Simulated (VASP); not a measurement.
A run of VASP 6.6.1 is set up as follows.

Contents of INCAR:

```
SYSTEM = TaSiO4
PREC = Accurate
ENCUT = 520
EDIFF = 1E-7
ISMEAR = 0
SIGMA = 0.1
LREAL = .False.
LASPH = .True.
NELM = 100
ALGO = Normal
ISIF = 2
LWAVE = .False.
LCHARG = .False.
GGA = PE
NBANDS = 28
```

Contents of KPOINTS:

```
Automatic mesh
0
Gamma
  10 10 10
  0 0 0
```

The input POSCAR:

```
TaSiO4
1.0
    0.0000000000      3.1088989894      3.1088989894
    3.1088989894      0.0000000000      3.1088989894
    3.1088989894      3.1088989894      0.0000000000
Ta Si O
1 1 4
Direct
    0.2500000000      0.2500000000      0.2500000000
    0.0000000000      0.0000000000      0.0000000000
    0.1289240359      0.6236919880      0.6236919880
    0.6236919880      0.6236919880      0.6236919880
    0.6236919880      0.1289240359      0.6236919880
    0.6236919880      0.6236919880      0.1289240359
```

Potentials or basis: VASP PAW PBE potentials, release 64 (Ta_pv, Si, O).

Run with:

```bash
$ cat potpaw_PBE.64/Ta_pv/POTCAR potpaw_PBE.64/Si/POTCAR potpaw_PBE.64/O/POTCAR > POTCAR
$ mpirun -np 1 vasp_std > vasp.out
```

**Question.** Estimate the pressure.

**Answer.** -0.1 GPa.

**Question.** Estimate the largest force.

**Answer.** 0.015 eV/Å.

Forces on the atoms (eV/Å):
```
Ta   0.000  0.000  0.000
Si   0.000  0.000  0.000
O   -0.009  0.009  0.009
O   -0.009 -0.009 -0.009
O    0.009 -0.009  0.009
O    0.009  0.009 -0.009
```

Caveat: an odd number of electrons without spin polarisation forces a metal; a magnetic or distorted state may lie lower.
